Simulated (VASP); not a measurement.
HfO2:

```
Hf O
1.0
     5.25403    0.00000    0.00000
     0.00000    5.03791    0.00000
     0.00000    0.00000    5.06602
Hf O
4 8
Direct
  0.96699 0.73252 0.74144
  0.53301 0.73252 0.24144
  0.46699 0.26748 0.74144
  0.03301 0.26748 0.24144
  0.63213 0.92865 0.87927
  0.86787 0.92865 0.37927
  0.23395 0.53988 0.49229
  0.26605 0.53988 0.99229
  0.76605 0.46012 0.99229
  0.73395 0.46012 0.49229
  0.13213 0.07135 0.87927
  0.36787 0.07135 0.37927
```

Base run:

```yaml
Program: VASP 6.6.1
Functional: RPBE
Dispersion: D4
Potentials_or_basis: VASP PAW PBE potentials, release 64 (Hf_pv, O)
Cutoff: 520 eV
k_mesh: 5 × 6 × 5
Occupations: fermi-dirac, width 0.05 eV
Spin: no spin polarisation
```

Its results: band gap on the k mesh 4.45 eV (least direct gap 4.64 eV); pressure -1.5 GPa; largest force 0.071 eV/Å.

Task: The run is repeated on the same cell with these changes: functional from RPBE to r2SCAN; further incar settings from ALGO = Normal; EDIFF = 1e-06; NBANDS = 56 to ALGO = Normal; EDIFF = 1e-07; NBANDS = 56. What comes out?

Result: Band gap on the k mesh 4.88 eV (least direct gap 5.10 eV); pressure -6.1 GPa; largest force 0.092 eV/Å.

Caveats: the PAW data sets were made with another functional, which shifts forces and pressure a little; spin-orbit coupling is left out, which moves the levels of the heavy elements; an odd mesh through Γ misses points on the zone boundary, where band edges can lie; the cell stands under tension (at least some runs).
